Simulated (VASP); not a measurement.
Here is a VASP 6.6.1 calculation.

The input POSCAR:

```
ZnSe
1.0
    0.0000000000      2.8166860000      2.8166860000
    2.8166860000      0.0000000000      2.8166860000
    2.8166860000      2.8166860000      0.0000000000
Zn Se
1 1
Direct
    0.0000000000      0.0000000000      0.0000000000
    0.2500000000      0.2500000000      0.2500000000
```

File INCAR.step1:

```
ALGO = Normal
EDIFF = 1E-5
ENCUT = 520
GGA = PE
ISIF = 2
ISMEAR = -1
KPAR = 4
LASPH = T
LREAL = F
LWAVE = T
NBANDS = 16
NELM = 60
PREC = Accurate
SIGMA = 0.05
```

Contents of INCAR.step2:

```
ALGO = Normal
EDIFF = 1E-6
ENCUT = 520
GGA = PE
HFSCREEN = 0.2079
ISIF = 2
ISMEAR = -1
ISTART = 1
KPAR = 4
LASPH = T
LCHARG = T
LHFCALC = T
LREAL = F
LVHAR = T
LWAVE = F
NBANDS = 16
NELM = 60
PREC = Accurate
PRECFOCK = Normal
SIGMA = 0.05
```

Contents of KPOINTS:

```
k-points
0
Gamma
  7 7 7
```

Potentials or basis: VASP PAW PBE potentials, release 64 (Zn, Se).

Command:

```console
$ cat potpaw_PBE.64/Zn/POTCAR potpaw_PBE.64/Se/POTCAR > POTCAR
$ cp INCAR.step1 INCAR
$ mpirun -np 4 vasp_std > vasp.out
$ cp INCAR.step2 INCAR
$ mpirun -np 4 vasp_std > vasp.out
```

Question: What does it give for the band gap on the k mesh?

Answer: 2.49 eV.

Question: Predict the pressure.

Answer: 2.4 GPa.

Caveat: the PAW data sets were made with another functional, which shifts forces and pressure a little.
